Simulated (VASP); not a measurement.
Runs of VASP 6.6.1 on Co. The structure is that of space group P6_3/mmc (No. 194), or close to it. The cells are those of the table. 

```tsv
cell	gap on the mesh (eV)	pressure (GPa)	moment (μB)
a = 2.369, b = 2.369, c = 4.032 Å, angles 90.0, 90.0, 120.0°, 2 atoms	none	27.9	3.09
a = 2.493, b = 2.493, c = 3.710 Å, angles 90.0, 90.0, 120.0°, 2 atoms	none	(d)	3.02
a = 2.556, b = 2.556, c = 3.932 Å, angles 90.0, 90.0, 120.0°, 2 atoms	none	-4.8	3.24
a = 2.543, b = 2.543, c = 3.871 Å, angles 90.0, 90.0, 120.0°, 2 atoms	none	0.5	3.19
a = 2.468, b = 2.468, c = 3.548 Å, angles 90.0, 90.0, 120.0°, 2 atoms	none	(b)	2.69
a = 2.618, b = 2.618, c = 4.032 Å, angles 90.0, 90.0, 120.0°, 2 atoms	none	-16.3	3.32
a = 2.493, b = 2.493, c = 4.133 Å, angles 90.0, 90.0, 120.0°, 2 atoms	none	-5.3	3.25
a = 2.431, b = 2.431, c = 4.234 Å, angles 90.0, 90.0, 120.0°, 2 atoms	none	1.2	3.23
a = 2.493, b = 2.493, c = 4.032 Å, angles 90.0, 90.0, 120.0°, 2 atoms	none	-0.7	3.20
a = 2.618, b = 2.618, c = 3.932 Å, angles 90.0, 90.0, 120.0°, 2 atoms	none	-12.3	(a)
a = 2.419, b = 2.419, c = 3.548 Å, angles 90.0, 90.0, 120.0°, 2 atoms	none	(c)	2.58
a = 2.443, b = 2.443, c = 4.516 Å, angles 90.0, 90.0, 120.0°, 2 atoms	none	-9.4	3.37
```

Alike in all rows: task single point; level PBE; potentials or basis VASP PAW PBE potentials, release 64 (Co); spin collinear, ferromagnetic start; k mesh 21 × 21 × 12; cutoff (eV) 520; smearing gaussian 0.15 eV.

Question: Estimate the missing entries.

Answer: (a) 3.29; (b) 45.3; (c) 61.6; (d) 22.2.

A gap of «none» marks levels without a gap at the run's occupations.
